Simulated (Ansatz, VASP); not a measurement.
**One calculation of Ga2AsN, two programs**

```
Ga As N
1.0
     1.84672    1.06620    6.03136
    -1.84672    1.06620    6.03136
     0.00000   -2.13241    6.03136
Ga As N
2 1 1
Direct
  0.75000 0.75000 0.75000
  0.25000 0.25000 0.25000
  0.00000 0.00000 0.00000
  0.50000 0.50000 0.50000
```

Alike in both runs: task relaxation of cell and atoms; functional PBE; k mesh 6 × 6 × 6; occupations gaussian, width 0.1 eV; no spin polarisation.

|  | VASP | Ansatz |
| --- | --- | --- |
| version | VASP 6.6.1 | Ansatz 0.2.0 |
| potentials or method | VASP PAW PBE potentials, release 64 (Ga_d, As, N), cutoff 600 eV | scalar-relativistic, plane waves, PAW |
| valence electrons in the cell | 36 | 46 |

|  | VASP | Ansatz | Ansatz less VASP |
| --- | --- | --- | --- |
| gap on the k mesh at the Fermi level, each at its own relaxed structure (eV) | none | none | - |
| relaxed volume (Å³/atom) | 14.68 | 14.60 | -0.075 |
| relaxed cell length with the largest relative difference (Å) | 6.535 | 6.515 | -0.0201 |

A gap of «none» marks a metal or a gap that the smearing closes. VASP's potentials hold 36 valence electrons a cell and Ansatz's 46, so a difference there can come from the potentials and not from the codes.

Noted on VASP's run: the volume moved by over 15 % at a fixed basis, so the end points are rough.
